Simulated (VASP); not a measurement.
# MnI2 (P-3m1) in VASP: notebook

The runs below take MnI2 through single point, with LDA+U.

All numbers are computed with VASP 6.6.1; they aren't measurements. Logs are shortened: lines on timing, memory, paths and dates and some standing lists are left out, and cuts for length are marked.

## Step 1: The cell of the first run

Symmetry: P-3m1, No. 164, trigonal system. Conventional cell: a = 4.160 Å, b = 4.160 Å, c = 6.820 Å, α = 90.00°, β = 90.00°, γ = 120.00°. Mn (site symmetry -3m) has 6 I at 2.95 Å within 3.9 Å. Within 3.9 Å of I (site symmetry 3m) lie 3 Mn at 2.95 Å.

## Step 2: Single point, LDA+U, collinear spin, ferromagnetic start

INCAR

```
SYSTEM = MnI2
  PREC = Accurate
  ENCUT = 520
  EDIFF = 1E-6
  ISMEAR = 0
  SIGMA = 0.05
  LREAL = .FALSE.
  LASPH = .TRUE.
  NELM = 150
  ALGO = Normal
  ISIF = 2
  LWAVE = .FALSE.
  LCHARG = .TRUE.
  ISPIN = 2
  MAGMOM = 2.5 2.5 0 0 0 0
  LORBIT = 11
  NUPDOWN = 5.0
  LMAXMIX = 4
  LDAU = .TRUE.
  LDAUTYPE = 2
  LDAUL = 2 -1
  LDAUU = 4 0
  LDAUJ = 0 0
  LDAUPRINT = 1
  LELF = .TRUE.
  LVHAR = .TRUE.
  NBANDS = 40
```

KPOINTS

```
regular mesh
0
G
  5 5 2
  0 0 0
```

POSCAR

```
MnI2
1.0
    4.1600013200      0.0000000000      0.0000000000
   -2.0800006600      3.6026668200      0.0000000000
    0.0000000000      0.0000000000     13.6399982000
Mn I
2 4
Direct
    0.0000000000      0.0000000000      0.0000000000
    0.0000000000      0.0000000000      0.5000000000
    0.3333333333      0.6666666667      0.1250000000
    0.6666666667      0.3333333333      0.3750000000
    0.3333333333      0.6666666667      0.6250000000
    0.6666666667      0.3333333333      0.8750000000
```

Potentials or basis: VASP PAW LDA potentials, release 64 (Mn_pv, I).

Command:

```bash
$ cat potpaw_LDA.64/Mn_pv/POTCAR potpaw_LDA.64/I/POTCAR > POTCAR
$ mpirun -np 1 vasp_std > vasp.out
```

OUTCAR:

```text
SYSTEM = MnI2
   PREC = Accurate
   ENCUT = 520
   EDIFF = 1E-6
   ISMEAR = 0
   LREAL = .FALSE.
   LASPH = .TRUE.
   NELM = 150
   ISIF = 2
   ISPIN = 2
   LORBIT = 11
   NUPDOWN = 5.0

 ion  position               nearest neighbor table
   1  0.000  0.000  0.000-   3 2.95   6 2.95   6 2.95   3 2.95   6 2.95   3 2.95
   2  0.000  0.000  0.500-   5 2.95   4 2.95   5 2.95   4 2.95   4 2.95   5 2.95
   3  0.333  0.667  0.125-   1 2.95   1 2.95   1 2.95
   4  0.667  0.333  0.375-   2 2.95   2 2.95   2 2.95
   5  0.333  0.667  0.625-   2 2.95   2 2.95   2 2.95
   6  0.667  0.333  0.875-   1 2.95   1 2.95   1 2.95

  LATTYP: Found a hexagonal cell.
 ALAT       =     4.1600013200
 C/A-ratio  =     3.2788446808

  Lattice vectors:

 A1 = (   4.1600013200,   0.0000000000,   0.0000000000)
 A2 = (  -2.0800006600,   3.6026668200,   0.0000000000)
 A3 = (   0.0000000000,   0.0000000000,  13.6399982000)

Analysis of symmetry for initial positions (statically):
=====================================================================
 Subroutine PRICEL returns following result:

  LATTYP: Found a hexagonal cell.
 ALAT       =     4.1600013200
 C/A-ratio  =     1.6394223404
[... 12 lines left out ...]
 Subroutine GETGRP returns: Found 12 space group operations
 (whereof 12 operations were pure point group operations)
 out of a pool of 24 trial point group operations.

The static configuration has the point symmetry D_3d.

Analysis of symmetry for dynamics (positions and initial velocities):
=====================================================================
 Subroutine PRICEL returns following result:

  LATTYP: Found a hexagonal cell.
 ALAT       =     4.1600013200
 C/A-ratio  =     1.6394223404
[... 12 lines left out ...]
 Subroutine GETGRP returns: Found 12 space group operations
 (whereof 12 operations were pure point group operations)
 out of a pool of 24 trial point group operations.

The dynamic configuration has the point symmetry D_3d.

Analysis of structural, dynamic, and magnetic symmetry:
=====================================================================
 Subroutine PRICEL returns following result:

  LATTYP: Found a hexagonal cell.
 ALAT       =     4.1600013200
 C/A-ratio  =     1.6394223404
[... 12 lines left out ...]
 Subroutine GETGRP returns: Found 12 space group operations
 (whereof 12 operations were pure point group operations)
 out of a pool of 24 trial point group operations.

The overall configuration has the point symmetry D_3d.

 Subroutine INISYM returns: Found 12 space group operations
 (whereof 12 operations are pure point group operations),
 and found     2 'primitive' translations

----------------------------------------------------------------------------------------

                                     Primitive cell

  volume of cell :     102.2120

  direct lattice vectors                    reciprocal lattice vectors
     4.160001320  0.000000000  0.000000000     0.240384539  0.138786078  0.000000000
    -2.080000660  3.602666820  0.000000000     0.000000000  0.277572157  0.000000000
     0.000000000  0.000000000  6.819999100     0.000000000  0.000000000  0.146627585

  length of vectors
     4.160001320  4.160001317  6.819999100     0.277572157  0.277572157  0.146627585

  position of ions in fractional coordinates (direct lattice)
     0.000000000  0.000000000  0.000000000
     0.333333333  0.666666667  0.250000000
     0.666666667  0.333333333  0.750000000

[... 131 lines left out ...]
  o =  0.5297  v =  0.0000  0.0000  0.0000  0.0000  0.0000  0.4824  0.0000  0.0000  0.8760  0.0000      0.0000  0.0000  0.0000  0.0000  0.0000  0.0000  0.0000  0.0000  0.0000  0.0000
  o =  0.6022  v =  0.0000 -0.9165  0.0000 -0.0000  0.4000  0.0000  0.0000  0.0000  0.0000  0.0000      0.0000  0.0000  0.0000  0.0000  0.0000  0.0000  0.0000  0.0000  0.0000  0.0000
  o =  0.6022  v = -0.4000  0.0000 -0.0000  0.9165  0.0000  0.0000  0.0000  0.0000  0.0000  0.0000      0.0000  0.0000  0.0000  0.0000  0.0000  0.0000  0.0000  0.0000  0.0000  0.0000
  o =  0.9101  v =  0.0000  0.4000  0.0000  0.0000  0.9165  0.0000  0.0000  0.0000  0.0000  0.0000      0.0000  0.0000  0.0000  0.0000  0.0000  0.0000  0.0000  0.0000  0.0000  0.0000
  o =  0.9101  v = -0.9165  0.0000  0.0000 -0.4000 -0.0000  0.0000  0.0000  0.0000  0.0000  0.0000      0.0000  0.0000  0.0000  0.0000  0.0000  0.0000  0.0000  0.0000  0.0000  0.0000
  o =  0.9147  v =  0.0000  0.0000 -1.0000 -0.0000  0.0000  0.0000  0.0000  0.0000  0.0000  0.0000      0.0000  0.0000  0.0000  0.0000  0.0000  0.0000  0.0000  0.0000  0.0000  0.0000

atom =   2  type =  1  l = 2

 onsite density matrix

spin component  1

  0.8608  0.0000  0.0000  0.1129  0.0000
  0.0000  0.6514 -0.0000  0.0000  0.1129
  0.0000 -0.0000  0.9147 -0.0000 -0.0000
  0.1129  0.0000 -0.0000  0.6514  0.0000
  0.0000  0.1129 -0.0000  0.0000  0.8608

spin component  2

  0.1619 -0.0000 -0.0000  0.2025  0.0000
 -0.0000  0.4182 -0.0000 -0.0000  0.2025
 -0.0000 -0.0000  0.0164 -0.0000 -0.0000
  0.2025 -0.0000 -0.0000  0.4182 -0.0000
  0.0000  0.2025 -0.0000 -0.0000  0.1619

 occupancies and eigenvectors

  o =  0.0164  v =  0.0000  0.0000  0.0000  0.0000  0.0000  0.0000 -0.0000  1.0000  0.0000  0.0000      0.0000  0.0000  0.0000  0.0000  0.0000  0.0000  0.0000  0.0000  0.0000  0.0000
  o =  0.0504  v =  0.0000  0.0000  0.0000  0.0000  0.0000  0.0000 -0.4824 -0.0000  0.0000  0.8760      0.0000  0.0000  0.0000  0.0000  0.0000  0.0000  0.0000  0.0000  0.0000  0.0000
  o =  0.0504  v =  0.0000  0.0000  0.0000  0.0000  0.0000 -0.8760  0.0000 -0.0000  0.4824  0.0000      0.0000  0.0000  0.0000  0.0000  0.0000  0.0000  0.0000  0.0000  0.0000  0.0000
  o =  0.5297  v =  0.0000  0.0000  0.0000  0.0000  0.0000  0.0000 -0.8760  0.0000  0.0000 -0.4824      0.0000  0.0000  0.0000  0.0000  0.0000  0.0000  0.0000  0.0000  0.0000  0.0000
  o =  0.5297  v =  0.0000  0.0000  0.0000  0.0000  0.0000  0.4824  0.0000 -0.0000  0.8760  0.0000      0.0000  0.0000  0.0000  0.0000  0.0000  0.0000  0.0000  0.0000  0.0000  0.0000
  o =  0.6022  v =  0.0000 -0.9165  0.0000 -0.0000  0.4000  0.0000  0.0000  0.0000  0.0000  0.0000      0.0000  0.0000  0.0000  0.0000  0.0000  0.0000  0.0000  0.0000  0.0000  0.0000
  o =  0.6022  v =  0.4000  0.0000 -0.0000 -0.9165 -0.0000  0.0000  0.0000  0.0000  0.0000  0.0000      0.0000  0.0000  0.0000  0.0000  0.0000  0.0000  0.0000  0.0000  0.0000  0.0000
  o =  0.9101  v = -0.0000 -0.4000 -0.0000 -0.0000 -0.9165  0.0000  0.0000  0.0000  0.0000  0.0000      0.0000  0.0000  0.0000  0.0000  0.0000  0.0000  0.0000  0.0000  0.0000  0.0000
  o =  0.9101  v =  0.9165 -0.0000 -0.0000  0.4000 -0.0000  0.0000  0.0000  0.0000  0.0000  0.0000      0.0000  0.0000  0.0000  0.0000  0.0000  0.0000  0.0000  0.0000  0.0000  0.0000
  o =  0.9147  v =  0.0000 -0.0000  1.0000  0.0000 -0.0000  0.0000  0.0000  0.0000  0.0000  0.0000      0.0000  0.0000  0.0000  0.0000  0.0000  0.0000  0.0000  0.0000  0.0000  0.0000

 number of electron      54.0000010 magnetization       5.0000010

 Free energy of the ion-electron system (eV)
  ---------------------------------------------------
  ext. energy  EPLUGINS =         0.00000000
  ---------------------------------------------------
  free energy    TOTEN  =       -20.09559464 eV

  energy without entropy =      -20.07066758  energy(sigma->0) =      -20.08313111

 E-fermi :   4.7841     XC(G=0):  -8.9577

 val. band max:        4.7562193838   @ k =   0.2000   0.2000   0.0000
 cond. band min:       3.3900293639   @ k =   0.2000   0.2000   0.0000
 fundamental gap:     -1.3661900199
 Fermi energy:         3.3821197940

 spin component 1

 k-point     1 :       0.0000    0.0000    0.0000
  band No.  band energies     occupation
      1     -44.4693      1.00000
      2     -44.4693      1.00000
      3     -44.4693      1.00000
      4     -44.4693      1.00000
      5     -44.4369      1.00000
      6     -44.4369      1.00000
[... 409 lines left out ...]
     38       9.2325      0.00000
     39       9.6297      0.00000
 Fermi energy:         4.7840647377

 spin component 2

 k-point     1 :       0.0000    0.0000    0.0000
  band No.  band energies     occupation
      1     -41.8969      1.00000
      2     -41.8969      1.00000
      3     -41.7110      1.00000
      4     -41.7110      1.00000
      5     -41.7110      1.00000
      6     -41.7110      1.00000
[... 409 lines left out ...]
     38       9.3809      0.00000
     39      10.0595      0.00000
 [bands above 39 left out]

------------------------ aborting loop because EDIFF is reached ----------------------------------------

  FORCE on cell =-STRESS in cart. coord.  units (eV):
  Direction    XX          YY          ZZ          XY          YZ          ZX
  --------------------------------------------------------------------------------------
  -------------------------------------------------------------------------------------
  Total       -9.1949319     -9.1949319     -9.5993164     -0.0000000      0.0000000     -0.0000000
  in kB      -72.0654689    -72.0654688    -75.2348407     -0.0000000      0.0000000     -0.0000000
  external PRESSURE =     -73.1219261 kB  Pullay stress =       0.0000000 kB

 VOLUME and BASIS-vectors are now :
 -----------------------------------------------------------------------------
  energy-cutoff  :      520.00
  volume of cell :      204.42
      direct lattice vectors                 reciprocal lattice vectors
     4.160001320  0.000000000  0.000000000     0.240384539  0.138786078  0.000000000
    -2.080000660  3.602666820  0.000000000     0.000000000  0.277572157  0.000000000
     0.000000000  0.000000000 13.639998200     0.000000000  0.000000000  0.073313793

 POSITION                                       TOTAL-FORCE (eV/Angst)
 -----------------------------------------------------------------------------------
      0.00000      0.00000      0.00000         0.000000     -0.000000      0.000000
      0.00000      0.00000      6.82000         0.000000     -0.000000      0.000000
     -0.00000      2.40178      1.70500        -0.000000     -0.000000     -1.173394
      2.08000      1.20089      5.11500         0.000000     -0.000000      1.173394
     -0.00000      2.40178      8.52500        -0.000000      0.000000     -1.173394
      2.08000      1.20089     11.93500         0.000000      0.000000      1.173394
 -----------------------------------------------------------------------------------
    total drift:                               -0.000000     -0.000000      0.000000

  FREE ENERGIE OF THE ION-ELECTRON SYSTEM (eV)
  ---------------------------------------------------
  free  energy   TOTEN  =       -20.0955946375 eV

  energy  without entropy=      -20.0706675807  energy(sigma->0) =      -20.08313111

 total charge

# of ion       s       p       d       tot
------------------------------------------
    1        0.188   6.112   5.095  11.394
    2        0.188   6.112   5.095  11.394
    3        1.520   2.706   0.020   4.246
    4        1.520   2.706   0.020   4.246
    5        1.520   2.706   0.020   4.246
    6        1.520   2.706   0.020   4.246
--------------------------------------------------
tot          6.455  23.047  10.271  39.773

 magnetization (x)

# of ion       s       p       d       tot
------------------------------------------
    1        0.018   0.013   2.756   2.787
    2        0.018   0.013   2.756   2.787
    3       -0.000  -0.144  -0.001  -0.145
    4       -0.000  -0.144  -0.001  -0.145
    5       -0.000  -0.144  -0.001  -0.145
    6       -0.000  -0.144  -0.001  -0.145
--------------------------------------------------
tot          0.035  -0.552   5.509   4.992
```

Wall time 7.4 min (1 thread of Intel Xeon 8259CL, shared host); peak memory 0.35 GiB.

What came out:

```
Free energy                                           : -20.0956 eV
Pressure                                              : -7.3 GPa
Largest force                                         : 1.173 eV/Å
Net moment                                            : 5.00 μB per cell
Site moments                                          : Mn +2.79; I -0.14 μB
Valence electrons inside the program's atomic spheres : Mn 11.39; I 4.25
```

Forces on the atoms (eV/Å):
```
Mn   0.000  0.000  0.000
Mn   0.000  0.000  0.000
I    0.000  0.000 -1.173
I    0.000  0.000  1.173
I    0.000  0.000 -1.173
I    0.000  0.000  1.173
```

Eigenvalues of the final occupation matrices:
```
    site  spin  trace               eigenvalues
site 1 d     1   3.94  0.60 0.60 0.91 0.91 0.91
site 1 d     2   1.18  0.02 0.05 0.05 0.53 0.53
site 2 d     1   3.94  0.60 0.60 0.91 0.91 0.91
site 2 d     2   1.18  0.02 0.05 0.05 0.53 0.53
```

Caveat: the cell stands under tension; spin-orbit coupling is left out, which moves the levels of the heavy elements; the total moment is fixed, so each spin has its own Fermi level and the state may be an excited one; forces of over 1 eV/Å act on the atoms, so gaps and moduli don't describe the material at rest. The state reached can hang on the start; a lower one may exist.

## Step 3: Single point, LDA+U, collinear spin

Edit INCAR of step 2 so:

```diff
@@ -12,7 +12,7 @@
   LWAVE = .FALSE.
-  LCHARG = .TRUE.
+  LCHARG = .FALSE.
   ISPIN = 2
-  MAGMOM = 2.5 2.5 0 0 0 0
+  MAGMOM = 4.42 4.42 -0.16 -0.16 -0.16 -0.16
   LORBIT = 11
-  NUPDOWN = 5.0
+  NUPDOWN = 7.5
   LMAXMIX = 4
@@ -24,4 +24,2 @@
   LDAUPRINT = 1
-  LELF = .TRUE.
-  LVHAR = .TRUE.
   NBANDS = 40
```

KPOINTS

```
Automatic mesh
0
G
  5 5 2
  0 0 0
```

POSCAR is that of step 2.

Potentials or basis: VASP PAW LDA potentials, release 64 (Mn_pv, I).

Command:

```bash
$ cat potpaw_LDA.64/Mn_pv/POTCAR potpaw_LDA.64/I/POTCAR > POTCAR
$ mpirun -np 1 vasp_std > vasp.out
```

It took 5.6 min on 1 thread of Intel Xeon 8259CL, shared host; peak memory 0.35 GiB.

The run converged. Its results:

| Property | Result |
| --- | --- |
| Free energy | -23.1460 eV |
| Pressure | -5.4 GPa |
| Largest force | 0.776 eV/Å |
| Net moment | 7.50 μB per cell |
| Site moments | Mn +3.98; I -0.13 μB |
| Valence electrons inside the program's atomic spheres | Mn 11.35; I 4.26 |

Forces in eV/Å, atoms in the order of the input:
```
Mn   0.000  0.000  0.000
Mn   0.000  0.000  0.000
I    0.000  0.000 -0.776
I    0.000  0.000  0.776
I    0.000  0.000 -0.776
I    0.000  0.000  0.776
```

Stress tensor (GPa, compression positive):
```
-5.48  0.00  0.00
 0.00 -5.48  0.00
 0.00  0.00 -5.14
```

Eigenvalues of the final occupation matrices:
| site | spin | trace | eigenvalues |
| --- | --- | --- | --- |
| site 1 d | 1 | 4.50 | 0.87 0.87 0.92 0.92 0.92 |
| site 1 d | 2 | 0.55 | 0.04 0.05 0.05 0.20 0.20 |
| site 2 d | 1 | 4.50 | 0.87 0.87 0.92 0.92 0.92 |
| site 2 d | 2 | 0.55 | 0.04 0.05 0.05 0.20 0.20 |

Caveat: the cell stands under tension; spin-orbit coupling is left out, which moves the levels of the heavy elements; the total moment is fixed, so each spin has its own Fermi level and the state may be an excited one.
